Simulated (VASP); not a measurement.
Input of a VASP 6.6.1 run:

INCAR

```
SYSTEM = Te
ALGO = Normal
EDIFF = 1E-6
ENCUT = 520
GGA = PS
ISIF = 2
ISMEAR = -1
LASPH = .True.
LCHARG = .False.
LREAL = .False.
LWAVE = .False.
NBANDS = 9
NELM = 100
PREC = Accurate
SIGMA = 0.05
```

File KPOINTS:

```
k-points
0
Gamma
  9 9 9
  0 0 0
```

POSCAR

```
Te
1.0
    2.3211756774      1.3401314022      1.7021523992
   -2.3211756774      1.3401314022      1.7021523992
    0.0000000000     -2.6802628044      1.7021523992
Te
1
Direct
    0.5000000000      0.5000000000      0.5000000000
```

Potentials or basis: VASP PAW PBE potentials, release 64 (Te).

Run with:

```sh
$ cat potpaw_PBE.64/Te/POTCAR > POTCAR
$ mpirun -np 1 vasp_std > vasp.out
```

Estimate the band gap on the k mesh.

zero (bands 3 and 4 overlap by 4.78 eV).

Estimate the pressure.

-1.1 GPa.

Stress tensor (GPa, compression positive):
```
-1.27  0.00  0.00
 0.00 -1.27  0.00
 0.00  0.00 -0.85
```

Caveat: the PAW data sets were made with another functional, which shifts forces and pressure a little; spin-orbit coupling is left out, which moves the levels of the heavy elements.
